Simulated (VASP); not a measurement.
# InSb (scan) (F-43m) in VASP: a series of runs

The runs below take InSb (scan) through single point, relaxation of cell and atoms, with r2SCAN.

All numbers are computed with VASP 6.6.1; they aren't measurements. Logs are shortened: lines on timing, memory, paths and dates and some standing lists are left out, and cuts for length are marked.

**1. The cell of the first run**

The structure is cubic, space group F-43m (No. 216). Conventional cell: a = 6.633 Å, b = 6.633 Å, c = 6.633 Å, α = 90.00°, β = 90.00°, γ = 90.00°. Within 3.8 Å of In (site symmetry -43m) lie 4 Sb at 2.87 Å. Sb (site symmetry -43m) has 4 In at 2.87 Å within 3.8 Å.

**2. Single point, r2SCAN**

File POSCAR:

```
InSb
1.0
    0.0000000000      3.3166107100      3.3166107100
    3.3166107100      0.0000000000      3.3166107100
    3.3166107100      3.3166107100      0.0000000000
In Sb
1 1
Direct
    0.0000000000      0.0000000000      0.0000000000
    0.7500000000      0.7500000000      0.7500000000
```

File INCAR.step1:

```
SYSTEM = InSb
ALGO = Normal
EDIFF = 1E-4
ENCUT = 520
GGA = PE
ISMEAR = 0
LASPH = .True.
LCHARG = .False.
LREAL = .False.
LWAVE = .True.
NBANDS = 16
NELM = 100
PREC = Accurate
SIGMA = 0.1
```

File INCAR.step2:

```
SYSTEM = InSb
ALGO = Normal
EDIFF = 1E-7
ENCUT = 520
ISIF = 2
ISMEAR = 0
ISTART = 1
LASPH = .True.
LCHARG = .False.
LMIXTAU = .True.
LREAL = .False.
LWAVE = .False.
METAGGA = R2SCAN
NBANDS = 16
NELM = 100
PREC = Accurate
SIGMA = 0.1
```

File KPOINTS:

```
k-points
0
Gamma
  6 6 6
  0 0 0
```

Potentials or basis: VASP PAW PBE potentials, release 64 (In_d, Sb).

Run with:

```bash
> cat potpaw_PBE.64/In_d/POTCAR potpaw_PBE.64/Sb/POTCAR > POTCAR
> cp INCAR.step1 INCAR
> mpirun -np 1 vasp_std > vasp.out
> cp INCAR.step2 INCAR
> mpirun -np 1 vasp_std > vasp.out
```

OUTCAR:

```text
SYSTEM = InSb
   EDIFF = 1E-7
   ENCUT = 520
   ISIF = 2
   ISMEAR = 0
   ISTART = 1
   LASPH = .True.
   LREAL = .False.
   METAGGA = R2SCAN
   NELM = 100
   PREC = Accurate

 ion  position               nearest neighbor table
   1  0.000  0.000  0.000-   2 2.87   2 2.87   2 2.87   2 2.87
   2  0.750  0.750  0.750-   1 2.87   1 2.87   1 2.87   1 2.87

  LATTYP: Found a face centered cubic cell.
 ALAT       =     6.6332214200

  Lattice vectors:

 A1 = (   0.0000000000,   3.3166107100,   3.3166107100)
 A2 = (   3.3166107100,   0.0000000000,   3.3166107100)
 A3 = (   3.3166107100,   3.3166107100,   0.0000000000)

Analysis of symmetry for initial positions (statically):
=====================================================================
 Subroutine PRICEL returns:
 Original cell was already a primitive cell.

 Routine SETGRP: Setting up the symmetry group for a
 face centered cubic supercell.

 Subroutine GETGRP returns: Found 24 space group operations
 (whereof 24 operations were pure point group operations)
 out of a pool of 48 trial point group operations.

The static configuration has the point symmetry T_d .

Analysis of symmetry for dynamics (positions and initial velocities):
=====================================================================
 Subroutine PRICEL returns:
 Original cell was already a primitive cell.

 Routine SETGRP: Setting up the symmetry group for a
 face centered cubic supercell.

 Subroutine GETGRP returns: Found 24 space group operations
 (whereof 24 operations were pure point group operations)
 out of a pool of 48 trial point group operations.

The dynamic configuration has the point symmetry T_d .

 Subroutine INISYM returns: Found 24 space group operations
 (whereof 24 operations are pure point group operations),
 and found     1 'primitive' translations

----------------------------------------------------------------------------------------

                                     Primitive cell

  volume of cell :      72.9648

  direct lattice vectors                    reciprocal lattice vectors
     0.000000000  3.316610710  3.316610710    -0.150756312  0.150756312  0.150756312
     3.316610710  0.000000000  3.316610710     0.150756312 -0.150756312  0.150756312
     3.316610710  3.316610710  0.000000000     0.150756312  0.150756312 -0.150756312

  length of vectors
     4.690395847  4.690395847  4.690395847     0.261117592  0.261117592  0.261117592

  position of ions in fractional coordinates (direct lattice)
     0.000000000  0.000000000  0.000000000
     0.750000000  0.750000000  0.750000000

  ion indices of the primitive-cell ions
   primitive index   ion index
                 1           1
                 2           2

----------------------------------------------------------------------------------------

 KPOINTS: k-points

Automatic generation of k-mesh.
 Grid dimensions read from file:
 generate k-points for:    6    6    6

 Generating k-lattice:

  Cartesian coordinates                     Fractional coordinates (reciprocal lattice)
    -0.025126052  0.025126052  0.025126052     0.166666667  0.000000000  0.000000000
     0.025126052 -0.025126052  0.025126052     0.000000000  0.166666667  0.000000000
     0.025126052  0.025126052 -0.025126052     0.000000000  0.000000000  0.166666667

  Length of vectors
     0.043519599  0.043519599  0.043519599

  Shift w.r.t. Gamma in fractional coordinates (k-lattice)
     0.000000000  0.000000000  0.000000000

 Subroutine IBZKPT returns following result:
 ===========================================

 Found     16 irreducible k-points:

 Following reciprocal coordinates:
            Coordinates               Weight
  0.000000  0.000000  0.000000      1.000000
  0.166667  0.000000  0.000000      8.000000
  0.333333  0.000000  0.000000      8.000000
  0.500000  0.000000  0.000000      4.000000
  0.166667  0.166667  0.000000      6.000000
  0.333333  0.166667  0.000000     24.000000
[... 8 lines left out ...]
 -0.333333  0.333333  0.166667     24.000000
 -0.333333  0.500000  0.166667     12.000000
   k-points           NKPTS =     16   k-points in BZ     NKDIM =     16   number of bands    NBANDS=     16
   number of dos      NEDOS =    301   number of ions     NIONS =      2
   total plane-waves  NPLWV =  46656
   dimension x,y,z NGX =    36 NGY =   36 NGZ =   36
   dimension x,y,z NGXF=    72 NGYF=   72 NGZF=   72
   ions per type =               1   1
   NGX,Y,Z   is equivalent  to a cutoff of  12.76, 12.76, 12.76 a.u.
   NGXF,Y,Z  is equivalent  to a cutoff of  25.52, 25.52, 25.52 a.u.
 SYSTEM =  InSb
   PREC   = accura    normal or accurate (medium, high low for compatibility)
   ISTART =      1    job   : 0-new  1-cont  2-samecut
   ICHARG =      0    charge: 1-file 2-atom 10-const
   ISPIN  =      1    spin polarized calculation?
   LNONCOLLINEAR =      F non collinear calculations
   LSORBIT =      F    spin-orbit coupling
   LASPH  =      T    aspherical Exc in radial PAW
   ENCUT  =  520.0 eV  38.22 Ry    6.18 a.u.   8.72  8.72  8.72*2*pi/ulx,y,z
   NELM   =    100;   NELMIN=  2; NELMDL=  0     # of ELM steps
   EDIFF  = 0.1E-06   stopping-criterion for ELM
   LREAL  =      F    real-space projection
   EDIFFG = 0.1E-05   stopping-criterion for IOM
   NSW    =      0    number of steps for IOM
   IBRION =     -1    ionic relax: 0-MD 1-quasi-New 2-CG
   NFREE  =      0    steps in history (QN), initial steepest desc. (CG)
   ISIF   =      2    stress and relaxation
   ISYM   =      2    0-nonsym 1-usesym 2-fastsym
   POTIM  = 0.5000    time-step for ionic-motion
   TEBEG  =    0.0;   TEEND  =   0.0 temperature during run
   PSTRESS=    0.0 pullay stress
   NELECT =      18.0000    total number of electrons
   NUPDOWN=      -1.0000    fix difference up-down
   EMIN   =  10.00;   EMAX   =-10.00  energy-range for DOS
   EFERMI =   0.00;   METHOD = LEGACY
   ISMEAR =     0;   SIGMA  =   0.10  broadening in eV -4-tet -1-fermi 0-gaus
   EFERMI_NEDOS =   21; number of points for ismear=-14 and -15
   IALGO  =     38    algorithm
   IMIX   =      4    mixing-type and parameters
     AMIX     =   0.40;   BMIX     =  1.00
     AMIX_MAG =   1.60;   BMIX_MAG =  1.00
  volume/ion in A,a.u.               =      36.48       246.20
  Fermi-wavevector in a.u.,A,eV,Ry     =   1.026742  1.940260 14.343239  1.054198
  Thomas-Fermi vector in A             =   2.160650
   LORBIT       =      0    0 simple, 1 ext, 2 COOP (PROOUT), +10 PAW based schemes
   METAGGA = R2SCAN    functional components
   LHFCALC =     F    Hartree Fock is set to
   AEXX    =    0.0000 exact exchange contribution
   IVDW    =     0    specifies the selected vdW correction
   LEPSILON=     F    determine dielectric tensor
   LRPA    =     F    only Hartree local field effects (RPA)
 non-spin polarized calculation
 Gauss-broadening in eV      SIGMA  =   0.10
  energy-cutoff  :      520.00
  volume of cell :       72.96
 maximum number of plane-waves:      1989
   NGX = 17   NGY = 17   NGZ = 17

 number of electron      18.0000008 magnetization

 Free energy of the ion-electron system (eV)
  ---------------------------------------------------
  ext. energy  EPLUGINS =         0.00000000
  ---------------------------------------------------
  free energy    TOTEN  =       -48.73900766 eV

  energy without entropy =      -48.73829166  energy(sigma->0) =      -48.73864966

 E-fermi :   4.2329     XC(G=0):  -8.9264

 val. band max:        4.2024190981   @ k =   0.0000   0.0000   0.0000
 cond. band min:       4.8989594699   @ k =   0.5000   0.0000   0.0000
 fundamental gap:      0.6965403718
 Fermi energy:         4.2329355158

 k-point     1 :       0.0000    0.0000    0.0000
  band No.  band energies     occupation
      1     -10.7638      2.00000
      2     -10.7638      2.00000
      3     -10.7638      2.00000
      4     -10.6822      2.00000
      5     -10.6822      2.00000
      6      -6.4747      2.00000
[... 8 lines left out ...]
     15      12.7649      0.00000
     16      12.7649      0.00000

 k-point     2 :       0.1667    0.0000    0.0000
  band No.  band energies     occupation
      1     -10.7734      2.00000
      2     -10.7593      2.00000
      3     -10.7592      2.00000
      4     -10.6823      2.00000
      5     -10.6823      2.00000
      6      -6.2378      2.00000
[... 8 lines left out ...]
     15      11.8857      0.00000
     16      11.8857      0.00000

 k-point     3 :       0.3333    0.0000    0.0000
  band No.  band energies     occupation
      1     -10.7923      2.00000
      2     -10.7510      2.00000
      3     -10.7510      2.00000
      4     -10.6817      2.00000
      5     -10.6817      2.00000
      6      -5.6327      2.00000
[... 8 lines left out ...]
     15      12.2846      0.00000
     16      12.2846      0.00000

 k-point     4 :       0.5000    0.0000    0.0000
  band No.  band energies     occupation
      1     -10.8016      2.00000
      2     -10.7474      2.00000
      3     -10.7474      2.00000
      4     -10.6808      2.00000
      5     -10.6808      2.00000
      6      -5.2020      2.00000
[... 8 lines left out ...]
     15      13.7432      0.00000
     16      13.7432      0.00000
[... 172 lines left out ...]
 k-point    14 :       0.5000    0.3333    0.1667
  band No.  band energies     occupation
      1     -10.8102      2.00000
      2     -10.7420      2.00000
      3     -10.7373      2.00000
      4     -10.6887      2.00000
      5     -10.6786      2.00000
      6      -5.1412      2.00000
[... 8 lines left out ...]
     15      13.2999      0.00000
     16      14.7346      0.00000

 k-point    15 :      -0.3333    0.3333    0.1667
  band No.  band energies     occupation
      1     -10.8147      2.00000
      2     -10.7410      2.00000
      3     -10.7333      2.00000
      4     -10.6876      2.00000
      5     -10.6801      2.00000
      6      -4.7887      2.00000
[... 8 lines left out ...]
     15      14.1470      0.00000
     16      14.5313      0.00000

 k-point    16 :      -0.3333    0.5000    0.1667
  band No.  band energies     occupation
      1     -10.8222      2.00000
      2     -10.7358      2.00000
      3     -10.7281      2.00000
      4     -10.6920      2.00000
      5     -10.6777      2.00000
      6      -4.6169      2.00000
[... 8 lines left out ...]
     15      14.1554      0.00000
     16      14.9769      0.00000

------------------------ aborting loop because EDIFF is reached ----------------------------------------

  FORCE on cell =-STRESS in cart. coord.  units (eV):
  Direction    XX          YY          ZZ          XY          YZ          ZX
  --------------------------------------------------------------------------------------
  -------------------------------------------------------------------------------------
  Total       -0.6060212     -0.6060212     -0.6060212      0.0000000      0.0000000     -0.0000000
  in kB      -13.3071460    -13.3071460    -13.3071460      0.0000000      0.0000000     -0.0000000
  external PRESSURE =     -13.3071460 kB  Pullay stress =       0.0000000 kB

 VOLUME and BASIS-vectors are now :
 -----------------------------------------------------------------------------
  energy-cutoff  :      520.00
  volume of cell :       72.96
      direct lattice vectors                 reciprocal lattice vectors
     0.000000000  3.316610710  3.316610710    -0.150756312  0.150756312  0.150756312
     3.316610710  0.000000000  3.316610710     0.150756312 -0.150756312  0.150756312
     3.316610710  3.316610710  0.000000000     0.150756312  0.150756312 -0.150756312

 POSITION                                       TOTAL-FORCE (eV/Angst)
 -----------------------------------------------------------------------------------
      0.00000      0.00000      0.00000         0.000000      0.000000     -0.000000
      4.97492      4.97492      4.97492        -0.000000     -0.000000      0.000000
 -----------------------------------------------------------------------------------
    total drift:                                0.000001      0.000001      0.000001

  FREE ENERGIE OF THE ION-ELECTRON SYSTEM (eV)
  ---------------------------------------------------
  free  energy   TOTEN  =       -48.7390076564 eV

  energy  without entropy=      -48.7382916567  energy(sigma->0) =      -48.73864966
```

Run time: 1.9 min. Hardware: 1 thread of Intel Xeon 6975P-C, shared host; peak memory 0.23 GiB.

Results:

```
Free energy            : -48.7390 eV
Pressure               : -1.3 GPa
Band gap on the k mesh : zero (filled and empty bands touch)
```

Caveat: the PAW data sets were made with another functional, which shifts forces and pressure a little; spin-orbit coupling is left out, which moves the levels of the heavy elements.

**3. Single point, r2SCAN**

This run uses another cell than the first one, of 35.25 Å³/atom, 0.966 times its volume.

File POSCAR:

```
InSb
1.0
    0.0000000000      3.2788113001      3.2788113001
    3.2788113001      0.0000000000      3.2788113001
    3.2788113001      3.2788113001      0.0000000000
In Sb
1 1
Direct
    0.0000000000      0.0000000000      0.0000000000
    0.7500000000      0.7500000000      0.7500000000
```

File INCAR.step1:

```
PREC = Accurate
ENCUT = 520
ISMEAR = 0
SIGMA = 0.1
LREAL = F
LASPH = T
NELM = 100
NBANDS = 16
GGA = PE
ALGO = Normal
EDIFF = 1E-4
LWAVE = T
LCHARG = F
```

File INCAR.step2:

```
PREC = Accurate
ENCUT = 520
EDIFF = 1E-7
ISMEAR = 0
SIGMA = 0.1
LREAL = F
LASPH = T
NELM = 100
ALGO = Normal
ISIF = 2
LWAVE = F
LCHARG = T
METAGGA = R2SCAN
LMIXTAU = T
LELF = T
LVHAR = T
NBANDS = 16
ISTART = 1
```

File KPOINTS:

```
Automatic mesh
0
Gamma
  12 12 12
```

Potentials or basis: VASP PAW PBE potentials, release 64 (In_d, Sb).

Run with:

```bash
> cat potpaw_PBE.64/In_d/POTCAR potpaw_PBE.64/Sb/POTCAR > POTCAR
> cp INCAR.step1 INCAR
> mpirun -np 1 vasp_std > vasp.out
> cp INCAR.step2 INCAR
> mpirun -np 1 vasp_std > vasp.out
```

Run time: 5.4 min. Hardware: 1 thread of Intel Xeon 6975P-C, shared host; peak memory 0.28 GiB.

It converged, with:

- Free energy: -48.7687 eV
- Pressure: 0.0 GPa

Levels at points of the mesh, in eV from the Fermi level:
| k point | band 5 | band 6 | band 7 | band 8 | band 9 | band 10 | band 11 | band 12 | band 13 | band 14 |
| --- | --- | --- | --- | --- | --- | --- | --- | --- | --- | --- |
| (0.00, 0.00, 0.00) | -15.00 | -10.96 | -0.07 | -0.07 | -0.07 | -0.05 | 3.16 | 3.16 | 3.16 | 6.08 |
| (0.50, 0.00, 0.00) | -15.00 | -9.60 | -5.67 | -1.06 | -1.06 | 0.70 | 4.03 | 4.03 | 6.41 | 8.59 |
| (0.50, 0.50, 0.00) | -14.99 | -8.99 | -5.98 | -2.30 | -2.30 | 1.50 | 1.56 | 8.45 | 8.45 | 9.12 |

Caveat: the PAW data sets were made with another functional, which shifts forces and pressure a little; spin-orbit coupling is left out, which moves the levels of the heavy elements.

(Continued in part 2 of 2.)
